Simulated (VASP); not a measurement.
Input of a VASP 6.6.1 run:

The input INCAR:

```
PREC = Accurate
ENCUT = 520
EDIFF = 1E-6
ISMEAR = -1
SIGMA = 0.05
LREAL = False
LASPH = True
NELM = 60
ALGO = Normal
ISIF = 2
LWAVE = False
LCHARG = False
GGA = PS
NBANDS = 21
```

KPOINTS

```
Automatic mesh
0
Gamma
  6 6 6
```

Contents of POSCAR:

```
Sn
1.0
    0.0000000000      3.2697510000      3.2697510000
    3.2697510000      0.0000000000      3.2697510000
    3.2697510000      3.2697510000      0.0000000000
Sn
2
Direct
    0.0000000000      0.0000000000      0.0000000000
    0.2500000000      0.2500000000      0.2500000000
```

Potentials or basis: VASP PAW PBE potentials, release 64 (Sn_d).

Command:

```sh
$ cat potpaw_PBE.64/Sn_d/POTCAR > POTCAR
$ mpirun -np 1 vasp_std > vasp.out
```

**Question.** Estimate the band gap on the k mesh.

**Answer.** Zero (band 14 reaches 5.34 eV, above the bottom of band 15 at 5.15 eV).

**Question.** Estimate the pressure.

**Answer.** 0.0 GPa.

Caveat: the PAW data sets were made with another functional, which shifts forces and pressure a little; spin-orbit coupling is left out, which moves the levels of the heavy elements.
